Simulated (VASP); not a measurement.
# MgSn2O3 (P6/mmm) in VASP: further runs

MgSn2O3 is run at these levels: PBE; tasks: single point.

Program: VASP 6.6.1. These are calculated values, not measurements. Logs are shortened: lines on timing, memory, paths and dates and some standing lists are left out, and cuts for length are marked.

### Step 1. The cell of the first run

It takes space group P6/mmm (No. 191, hexagonal). The conventional cell has a = 4.271 Å, b = 4.271 Å, c = 7.252 Å, α = 90.00°, β = 90.00°, γ = 120.00°. Mg (site symmetry 6/mmm) has 6 Sn at 2.47 Å within 3.3 Å. Sn (site symmetry -6m2) has 3 Sn at 2.47 Å and 3 Mg at 2.47 Å within 3.3 Å. O (site symmetry -6m2) has 6 O at 2.47 Å within 3.3 Å. Within 3.3 Å of O (site symmetry 6/mmm) lie 6 O at 2.47 Å.

The cell was generated, and may not be a known phase.

### Step 2. Single point, PBE

Input file INCAR:

```
ALGO     = Normal         # electronic algorithm
EDIFF    = 1E-6           # SCF threshold, eV
ENCUT    = 520            # plane-wave cutoff, eV
GGA      = PE             # functional
ISIF     = 2              # what is computed and relaxed
ISMEAR   = 0              # smearing method
LASPH    = True           # aspherical terms in the spheres
LCHARG   = False          # write CHGCAR
LREAL    = False          # projectors in reciprocal space
LWAVE    = False          # write WAVECAR
NBANDS   = 33             # bands
NELM     = 100            # most SCF steps
PREC     = Accurate       # precision mode
SIGMA    = 0.1            # smearing width, eV
```

Input file KPOINTS:

```
k-points
0
Gamma
  6 6 4
```

Input file POSCAR:

```
MgSn2O3
1.0
    4.2706398200      0.0000000000      0.0000000000
   -2.1353199100      3.6984825700      0.0000000000
    0.0000000000      0.0000000000      7.2516588200
Mg Sn O
1 2 3
Direct
    0.0000000000      0.0000000000      0.5000000000
    0.3333333300      0.6666666700      0.5000000000
    0.6666666700      0.3333333300      0.5000000000
    0.3333333300      0.6666666700      0.0000000000
    0.6666666700      0.3333333300      0.0000000000
    0.0000000000      0.0000000000      0.0000000000
```

Potentials or basis: VASP PAW PBE potentials, release 64 (Mg, Sn_d, O).

Started as:

```
$ cat potpaw_PBE.64/Mg/POTCAR potpaw_PBE.64/Sn_d/POTCAR potpaw_PBE.64/O/POTCAR > POTCAR
$ mpirun -np 1 vasp_std > vasp.out
```

OUTCAR:

```text
EDIFF = 1E-6
   ENCUT = 520
   GGA = PE
   ISIF = 2
   ISMEAR = 0
   LASPH = True
   LREAL = False
   NELM = 100
   PREC = Accurate

 ion  position               nearest neighbor table
   1  0.000  0.000  0.500-   2 2.47   3 2.47   2 2.47   3 2.47   3 2.47   2 2.47
   2  0.333  0.667  0.500-   3 2.47   1 2.47   3 2.47   1 2.47   1 2.47   3 2.47
   3  0.667  0.333  0.500-   2 2.47   1 2.47   2 2.47   1 2.47   1 2.47   2 2.47
   4  0.333  0.667  0.000-
   5  0.667  0.333  0.000-
   6  0.000  0.000  0.000-

  LATTYP: Found a hexagonal cell.
 ALAT       =     4.2706398200
 C/A-ratio  =     1.6980263206

  Lattice vectors:

 A1 = (   4.2706398200,   0.0000000000,   0.0000000000)
 A2 = (  -2.1353199100,   3.6984825700,   0.0000000000)
 A3 = (   0.0000000000,   0.0000000000,   7.2516588200)

Analysis of symmetry for initial positions (statically):
=====================================================================
 Subroutine PRICEL returns:
 Original cell was already a primitive cell.

 Routine SETGRP: Setting up the symmetry group for a
 hexagonal supercell.

 Subroutine GETGRP returns: Found 24 space group operations
 (whereof 24 operations were pure point group operations)
 out of a pool of 24 trial point group operations.

The static configuration has the point symmetry D_6h.

Analysis of symmetry for dynamics (positions and initial velocities):
=====================================================================
 Subroutine PRICEL returns:
 Original cell was already a primitive cell.

 Routine SETGRP: Setting up the symmetry group for a
 hexagonal supercell.

 Subroutine GETGRP returns: Found 24 space group operations
 (whereof 24 operations were pure point group operations)
 out of a pool of 24 trial point group operations.

The dynamic configuration has the point symmetry D_6h.

 Subroutine INISYM returns: Found 24 space group operations
 (whereof 24 operations are pure point group operations),
 and found     1 'primitive' translations

----------------------------------------------------------------------------------------

                                     Primitive cell

  volume of cell :     114.5391

  direct lattice vectors                    reciprocal lattice vectors
     4.270639820  0.000000000  0.000000000     0.234156951  0.135190579  0.000000000
    -2.135319910  3.698482570  0.000000000     0.000000000  0.270381158  0.000000000
     0.000000000  0.000000000  7.251658820     0.000000000  0.000000000  0.137899483

  length of vectors
     4.270639820  4.270639816  7.251658820     0.270381158  0.270381158  0.137899483

  position of ions in fractional coordinates (direct lattice)
     0.000000000  0.000000000  0.500000000
     0.333333330  0.666666670  0.500000000
     0.666666670  0.333333330  0.500000000
     0.333333330  0.666666670  0.000000000
     0.666666670  0.333333330  0.000000000
     0.000000000  0.000000000  0.000000000

  ion indices of the primitive-cell ions
   primitive index   ion index
                 1           1
                 2           2
                 3           3
                 4           4
                 5           5
                 6           6

----------------------------------------------------------------------------------------

 KPOINTS: k-points

Automatic generation of k-mesh.
 Grid dimensions read from file:
 generate k-points for:    6    6    4

 Generating k-lattice:

  Cartesian coordinates                     Fractional coordinates (reciprocal lattice)
     0.039026159  0.022531763  0.000000000     0.166666667 -0.000000000  0.000000000
     0.000000000  0.045063526  0.000000000     0.000000000  0.166666667  0.000000000
     0.000000000  0.000000000  0.034474871     0.000000000  0.000000000  0.250000000

  Length of vectors
     0.045063526  0.045063526  0.034474871

  Shift w.r.t. Gamma in fractional coordinates (k-lattice)
     0.000000000  0.000000000  0.000000000

 Subroutine IBZKPT returns following result:
 ===========================================

 Found     21 irreducible k-points:

 Following reciprocal coordinates:
            Coordinates               Weight
  0.000000  0.000000  0.000000      1.000000
  0.166667  0.000000  0.000000      6.000000
  0.333333  0.000000  0.000000      6.000000
  0.500000  0.000000  0.000000      3.000000
  0.166667  0.166667  0.000000      6.000000
  0.333333  0.166667  0.000000     12.000000
[... 13 lines left out ...]
  0.333333  0.166667  0.500000     12.000000
  0.333333  0.333333  0.500000      2.000000
   k-points           NKPTS =     21   k-points in BZ     NKDIM =     21   number of bands    NBANDS=     33
   number of dos      NEDOS =    301   number of ions     NIONS =      6
   total plane-waves  NPLWV =  55296
   dimension x,y,z NGX =    32 NGY =   32 NGZ =   54
   dimension x,y,z NGXF=    64 NGYF=   64 NGZF=  108
   ions per type =               1   2   3
   NGX,Y,Z   is equivalent  to a cutoff of  12.46, 12.46, 12.38 a.u.
   NGXF,Y,Z  is equivalent  to a cutoff of  24.91, 24.91, 24.76 a.u.
 SYSTEM =  unknown system
   PREC   = accura    normal or accurate (medium, high low for compatibility)
   ISTART =      0    job   : 0-new  1-cont  2-samecut
   ICHARG =      2    charge: 1-file 2-atom 10-const
   ISPIN  =      1    spin polarized calculation?
   LNONCOLLINEAR =      F non collinear calculations
   LSORBIT =      F    spin-orbit coupling
   LASPH  =      T    aspherical Exc in radial PAW
   ENCUT  =  520.0 eV  38.22 Ry    6.18 a.u.   7.94  7.94 13.48*2*pi/ulx,y,z
   NELM   =    100;   NELMIN=  2; NELMDL= -5     # of ELM steps
   EDIFF  = 0.1E-05   stopping-criterion for ELM
   LREAL  =      F    real-space projection
   EDIFFG = 0.1E-04   stopping-criterion for IOM
   NSW    =      0    number of steps for IOM
   IBRION =     -1    ionic relax: 0-MD 1-quasi-New 2-CG
   NFREE  =      0    steps in history (QN), initial steepest desc. (CG)
   ISIF   =      2    stress and relaxation
   ISYM   =      2    0-nonsym 1-usesym 2-fastsym
   POTIM  = 0.5000    time-step for ionic-motion
   TEBEG  =    0.0;   TEEND  =   0.0 temperature during run
   PSTRESS=    0.0 pullay stress
   NELECT =      48.0000    total number of electrons
   NUPDOWN=      -1.0000    fix difference up-down
   EMIN   =  10.00;   EMAX   =-10.00  energy-range for DOS
   EFERMI =   0.00;   METHOD = LEGACY
   ISMEAR =     0;   SIGMA  =   0.10  broadening in eV -4-tet -1-fermi 0-gaus
   EFERMI_NEDOS =   21; number of points for ismear=-14 and -15
   IALGO  =     38    algorithm
   IMIX   =      4    mixing-type and parameters
     AMIX     =   0.40;   BMIX     =  1.00
     AMIX_MAG =   1.60;   BMIX_MAG =  1.00
  volume/ion in A,a.u.               =      19.09       128.82
  Fermi-wavevector in a.u.,A,eV,Ry     =   1.225097  2.315098 20.420489  1.500864
  Thomas-Fermi vector in A             =   2.360148
   LORBIT       =      0    0 simple, 1 ext, 2 COOP (PROOUT), +10 PAW based schemes
   GGA     = PE    functional components
   LHFCALC =     F    Hartree Fock is set to
   AEXX    =    0.0000 exact exchange contribution
   IVDW    =     0    specifies the selected vdW correction
   LEPSILON=     F    determine dielectric tensor
   LRPA    =     F    only Hartree local field effects (RPA)
 non-spin polarized calculation
 Gauss-broadening in eV      SIGMA  =   0.10
  energy-cutoff  :      520.00
  volume of cell :      114.54
 maximum number of plane-waves:      3110
 NGX is ok and might be reduce to    32
   NGX = 15   NGY = 15   NGZ = 27

 number of electron      48.0000005 magnetization

 Free energy of the ion-electron system (eV)
  ---------------------------------------------------
  ext. energy  EPLUGINS =         0.00000000
  ---------------------------------------------------
  free energy    TOTEN  =        -9.70778886 eV

  energy without entropy =       -9.67907541  energy(sigma->0) =       -9.69343214

 E-fermi :   3.2471     XC(G=0):  -9.2006

 val. band max:        3.2209531097   @ k =   0.3333   0.3333   0.2500
 cond. band min:       3.2598922983   @ k =   0.1667   0.0000   0.5000
 fundamental gap:      0.0389391886
 Fermi energy:         3.2470688012

 k-point     1 :       0.0000    0.0000    0.0000
  band No.  band energies     occupation
      1     -20.1309      2.00000
      2     -20.1309      2.00000
      3     -20.0873      2.00000
      4     -19.7893      2.00000
      5     -19.7893      2.00000
      6     -19.7344      2.00000
[... 25 lines left out ...]
     32       9.0760      0.00000
     33      10.7933      0.00000

 k-point     2 :       0.1667    0.0000    0.0000
  band No.  band energies     occupation
      1     -20.2737      2.00000
      2     -20.2694      2.00000
      3     -20.0823      2.00000
      4     -19.8039      2.00000
      5     -19.7699      2.00000
      6     -19.5735      2.00000
[... 25 lines left out ...]
     32       9.2237      0.00000
     33       9.2360      0.00000

 k-point     3 :       0.3333    0.0000    0.0000
  band No.  band energies     occupation
      1     -20.4628      2.00000
      2     -20.4342      2.00000
      3     -20.0530      2.00000
      4     -19.8309      2.00000
      5     -19.7223      2.00000
      6     -19.3840      2.00000
[... 25 lines left out ...]
     32       9.2395      0.00000
     33       9.4175      0.00000

 k-point     4 :       0.5000    0.0000    0.0000
  band No.  band energies     occupation
      1     -20.5378      2.00000
      2     -20.4960      2.00000
      3     -20.0378      2.00000
      4     -19.8435      2.00000
      5     -19.6910      2.00000
      6     -19.4210      2.00000
[... 25 lines left out ...]
     32       9.6945      0.00000
     33      10.5482      0.00000

 k-point     5 :       0.1667    0.1667    0.0000
  band No.  band energies     occupation
      1     -20.4868      2.00000
      2     -20.3018      2.00000
      3     -20.0960      2.00000
      4     -19.8298      2.00000
      5     -19.7274      2.00000
      6     -19.4342      2.00000
[... 496 lines left out ...]
 k-point    19 :       0.1667    0.1667    0.5000
  band No.  band energies     occupation
      1     -20.4868      2.00000
      2     -20.3018      2.00000
      3     -20.0960      2.00000
      4     -19.8298      2.00000
      5     -19.7274      2.00000
      6     -19.4342      2.00000
[... 25 lines left out ...]
     32       9.5536      0.00000
     33      10.9862      0.00000

 k-point    20 :       0.3333    0.1667    0.5000
  band No.  band energies     occupation
      1     -20.6307      2.00000
      2     -20.3475      2.00000
      3     -20.0995      2.00000
      4     -19.8555      2.00000
      5     -19.6616      2.00000
      6     -19.4488      2.00000
[... 25 lines left out ...]
     32      11.3971      0.00000
     33      11.4210      0.00000

 k-point    21 :       0.3333    0.3333    0.5000
  band No.  band energies     occupation
      1     -20.7019      2.00000
      2     -20.2183      2.00000
      3     -20.2183      2.00000
      4     -19.8714      2.00000
      5     -19.5560      2.00000
      6     -19.5560      2.00000
[... 25 lines left out ...]
     32      11.9160      0.00000
     33      12.0175      0.00000

------------------------ aborting loop because EDIFF is reached ----------------------------------------

  FORCE on cell =-STRESS in cart. coord.  units (eV):
  Direction    XX          YY          ZZ          XY          YZ          ZX
  --------------------------------------------------------------------------------------
  -------------------------------------------------------------------------------------
  Total       28.1374730     28.1374730     -8.2109707      0.0000000      0.0000000      0.0000000
  in kB      393.5879465    393.5879455   -114.8553429      0.0000000      0.0000000      0.0000000
  external PRESSURE =     224.1068497 kB  Pullay stress =       0.0000000 kB

 VOLUME and BASIS-vectors are now :
 -----------------------------------------------------------------------------
  energy-cutoff  :      520.00
  volume of cell :      114.54
      direct lattice vectors                 reciprocal lattice vectors
     4.270639820  0.000000000  0.000000000     0.234156951  0.135190579  0.000000000
    -2.135319910  3.698482570  0.000000000     0.000000000  0.270381158  0.000000000
     0.000000000  0.000000000  7.251658820     0.000000000  0.000000000  0.137899483

 POSITION                                       TOTAL-FORCE (eV/Angst)
 -----------------------------------------------------------------------------------
      0.00000      0.00000      3.62583        -0.000000      0.000000      0.000000
     -0.00000      2.46566      3.62583         0.000000      0.000000      0.000000
      2.13532      1.23283      3.62583         0.000000     -0.000000      0.000000
     -0.00000      2.46566      0.00000        -0.000000      0.000000      0.000000
      2.13532      1.23283      0.00000         0.000000     -0.000000     -0.000000
      0.00000      0.00000      0.00000        -0.000000      0.000000      0.000000
 -----------------------------------------------------------------------------------
    total drift:                               -0.000000      0.000000      0.000000

  FREE ENERGIE OF THE ION-ELECTRON SYSTEM (eV)
  ---------------------------------------------------
  free  energy   TOTEN  =        -9.7077888646 eV

  energy  without entropy=       -9.6790754079  energy(sigma->0) =       -9.69343214
```

Wall time 1.9 min (1 thread of Oxide Virtual Turin-like, shared host); peak memory 0.22 GiB.

Results:

```yaml
Free_energy: -9.7078 eV
Pressure: 22.4 GPa
Band_gap_on_the_k_mesh: zero (bands 24 and 25 overlap by 0.50 eV)
```

Caveat: the stress differs along the axes, from -11 to 39 GPa; semilocal functionals underestimate gaps, and a narrow one can read as zero; spin-orbit coupling is left out, which moves the levels of the heavy elements.

### Step 3. Single point, PBE

This run uses another cell than the first one, of 21.84 Å³/atom.

Input file INCAR:

```
SYSTEM = MgSn2O3
  ALGO = Normal
  EDIFF = 1E-6
  ENCUT = 520
  GGA = PE
  ISIF = 2
  ISMEAR = 0
  LASPH = .TRUE.
  LCHARG = .TRUE.
  LELF = .TRUE.
  LREAL = .FALSE.
  LVHAR = .TRUE.
  LWAVE = .FALSE.
  NBANDS = 33
  NELM = 100
  PREC = Accurate
  SIGMA = 0.1
```

Input file KPOINTS:

```
k-points
0
G
  6 6 4
  0 0 0
```

Input file POSCAR:

```
MgSn2O3
1.0
    6.1975185487      0.0000000000      0.0000000000
   -3.0987592743      5.3672085036      0.0000000000
    0.0000000000      0.0000000000      3.9388974667
Mg Sn O
1 2 3
Direct
    0.0000000000      0.0000000000      0.5000000000
    0.3333333333      0.6666666667      0.5000000000
    0.6666666667      0.3333333333      0.5000000000
    0.3333333333      0.6666666667      0.0000000000
    0.6666666667      0.3333333333      0.0000000000
    0.0000000000      0.0000000000      0.0000000000
```

Potentials or basis: VASP PAW PBE potentials, release 64 (Mg, Sn_d, O).

Started as:

```
$ cat potpaw_PBE.64/Mg/POTCAR potpaw_PBE.64/Sn_d/POTCAR potpaw_PBE.64/O/POTCAR > POTCAR
$ mpirun -np 1 vasp_std > vasp.out
```

It took 2.6 min on 1 thread of Oxide Virtual Turin-like, shared host; peak memory 0.26 GiB.

It converged, with:

```yaml
Free_energy: -27.5991 eV
Pressure: 0.1 GPa
Band_gap_on_the_k_mesh: zero (bands 24 and 25 overlap by 0.40 eV)
```

Stress tensor (GPa, compression positive):
```
0.02 0.00 0.00
0.00 0.02 0.00
0.00 0.00 0.36
```

Levels at points of the mesh, in eV from the Fermi level:
| k point | band 21 | band 22 | band 23 | band 24 | band 25 | band 26 | band 27 | band 28 |
| --- | --- | --- | --- | --- | --- | --- | --- | --- |
| (0.00, 0.00, 0.00) | -2.26 | -1.89 | -0.80 | -0.80 | 1.46 | 1.46 | 2.97 | 2.97 |
| (0.50, 0.00, 0.00) | -2.64 | -1.90 | -0.78 | -0.62 | 0.81 | 1.27 | 4.23 | 4.49 |
| (0.00, 0.00, 0.50) | -0.53 | -0.53 | -0.23 | -0.23 | 0.51 | 1.55 | 1.55 | 2.86 |
| (0.50, 0.00, 0.50) | -0.86 | -0.64 | -0.52 | -0.19 | 0.21 | 2.53 | 3.58 | 3.86 |

Caveat: the k points lie up to 0.40 Å⁻¹ apart; semilocal functionals underestimate gaps, and a narrow one can read as zero; spin-orbit coupling is left out, which moves the levels of the heavy elements.

The gap in the log of VASP goes by the Fermi energy; the results here count the filled bands.